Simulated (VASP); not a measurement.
## ZnAu: single point with PBE

The system is ZnAu.

```
Zn Au
1.0
     3.14700    0.00000    0.00000
     0.00000    3.14700    0.00000
     0.00000    0.00000    3.14700
Zn Au
1 1
Direct
  0.50000 0.50000 0.50000
  0.01685 0.98315 0.00000
```

This cell differs from its parent crystal: all Au atoms moved +0.075 Å, as atom 2 along Cartesian [1 -1 0].

- Program: VASP 6.6.1
- Task: single point
- Functional: PBE
- Potentials or basis: VASP PAW PBE potentials, release 64 (Zn, Au)
- Cutoff: 520 eV
- k mesh: 16 × 16 × 16
- Occupations: gaussian, width 0.15 eV
- Spin: no spin polarisation

```
Pressure               : 5.3 GPa
Largest force          : 0.290 eV/Å
Band gap on the k mesh : zero (an odd number of electrons rules out a gap without spin polarisation)
```

Forces in eV/Å, atoms in the order of the input:
```
Zn   0.205 -0.205  0.000
Au  -0.205  0.205  0.000
```

Stress tensor (GPa, compression positive):
```
 5.22 -0.29  0.00
-0.29  5.22  0.00
 0.00  0.00  5.35
```

Levels at points of the mesh, in eV from the Fermi level:
```csv
k point,band 10,band 11,band 12,band 13,band 14,band 15
"(0.00, 0.00, 0.00)",-3.75,-3.75,5.00,5.01,5.02,8.85
"(0.50, 0.00, 0.00)",-4.91,-3.90,-2.38,10.35,10.95,10.99
"(0.00, 0.00, 0.50)",-4.91,-3.90,-2.39,10.30,10.95,11.10
"(0.50, 0.50, 0.00)",-3.17,-1.98,-1.97,0.84,2.50,10.42
"(0.00, 0.50, 0.50)",-3.17,-1.98,-1.97,0.84,2.50,10.43
"(0.50, 0.50, 0.50)",-3.12,1.41,3.59,3.72,3.72,3.76
```

It took 8.3 min on 1 thread of Oxide Virtual Turin-like Processor, on a shared host, peak memory 0.43 GiB.

Caveat: the cell differs from its parent crystal (all Au atoms moved +0.075 Å, as atom 2 along Cartesian [1 -1 0]); the cell stands under pressure; spin-orbit coupling is left out, which moves the levels of the heavy elements.
